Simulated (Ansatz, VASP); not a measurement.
**Bi in VASP and in Ansatz**

```
Bi
1.0
    -4.49448    4.49448    1.28367
     4.49448   -4.49448    1.28367
     4.49448    4.49448   -1.28367
Bi
1
Direct
  0.00000 0.00000 0.00000
```

Alike in both runs: task single point; functional PBEsol; k mesh 12 × 12 × 12; occupations gaussian, width 0.05 eV; no spin polarisation.

|  | VASP | Ansatz |
| --- | --- | --- |
| version | VASP 6.6.1 | Ansatz 0.2.0 |
| potentials or method | VASP PAW PBE potentials, release 64 (Bi_d), cutoff 520 eV | scalar-relativistic, plane waves, PAW |
| valence electrons in the cell | 15 | 15 |

Ansatz gave:

```
gap on the k mesh at the Fermi level (eV)                     : none
pressure (GPa)                                                : 4.6
traceless stress, the component that is largest in VASP (GPa) : 9.33
```

Problem. What did VASP give for the same quantities?

Solution. gap on the k mesh at the Fermi level (eV): none; pressure (GPa): 4.6; traceless stress, the component that is largest in VASP (GPa): 9.27.

VASP's potentials were made for PBE, not for PBEsol. A gap of «none» marks a metal or a gap that the smearing closes. With one functional, cell and mesh, what is left measures potentials, basis and numerics.

Neither program's run includes spin-orbit coupling.
